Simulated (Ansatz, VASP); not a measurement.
CoO: VASP beside Ansatz

```
CELL_PARAMETERS angstrom
-1.54415 1.50201 2.10725
1.50201 -1.54415 2.10725
1.51399 1.51399 -2.13741
ATOMIC_POSITIONS crystal
Co 0.00000 0.00000 0.00000
O 0.50000 0.50000 0.00000
```

Change from the starting cell: equal xy, yz and zx shear strains of -2 %, PAW files.

Alike in both runs: task electric field gradients; functional LDA; k mesh 13 × 13 × 15; occupations fermi-dirac, width 0.03 eV; collinear spin.

```csv
,VASP,Ansatz
version,VASP 6.6.1,Ansatz 0.2.0
potentials or method,"VASP PAW LDA potentials, release 64 (Co, O)","PAW with Ansatz's default frozen-core files, scalar-relativistic"
plane-wave cutoff (eV),520,420
valence electrons in the cell,15,23
```

|  | VASP | Ansatz | Ansatz less VASP |
| --- | --- | --- | --- |
| pressure (GPa) | -20.0 | -17.9 | +2.08 |
| traceless stress, the component that is largest in VASP (GPa) | -0.51 | -0.36 | +0.148 |
| net moment per atom (μB) | 1.34 | 1.43 | +0.095 |
| size of the moment on the site where the two differ most (μB) | 0.28 | 0.34 | +0.062 |
| size of Vzz on the site where it differs most (V/Å²) | 2.7 | 1.5 | -1.25 |

LDA's correlation is that of Perdew and Zunger in VASP and of Perdew and Wang (1992) in Ansatz. Site moments also hang on the region over which each program counts them. VASP's potentials hold 15 valence electrons a cell and Ansatz's 23, so a difference there can come from the potentials and not from the codes.
